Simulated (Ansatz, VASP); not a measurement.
**Two plane-wave programs on In2O3**

```
In O
1.0
     2.73061    1.57652    4.79048
    -2.73061    1.57652    4.79048
     0.00000   -3.15304    4.79048
In O
4 6
Direct
  0.35765 0.35765 0.35765
  0.14235 0.14235 0.14235
  0.64235 0.64235 0.64235
  0.85765 0.85765 0.85765
  0.54552 0.95448 0.25000
  0.25000 0.54552 0.95448
  0.75000 0.45448 0.04552
  0.95448 0.25000 0.54552
  0.45448 0.04552 0.75000
  0.04552 0.75000 0.45448
```

Alike in both runs: functional LDA; k mesh 6 × 6 × 6; no spin polarisation.

Ansatz relaxed the structure, and its values are those at the end. VASP's run is a single point on that final structure, the one shown.

```csv
,VASP,Ansatz
version,VASP 6.6.1,Ansatz 0.2.0
potentials or method,"VASP PAW LDA potentials, release 64 (In_d, O), cutoff 600 eV","plane waves, PAW"
occupations,"gaussian, width 0.01 eV",fixed
valence electrons in the cell,88,88
```

```tsv
	VASP	Ansatz	Ansatz less VASP
pressure (GPa)	0.6	0.0	-0.64
```

LDA's correlation is that of Perdew and Zunger in VASP and of Perdew and Wang (1992) in Ansatz.
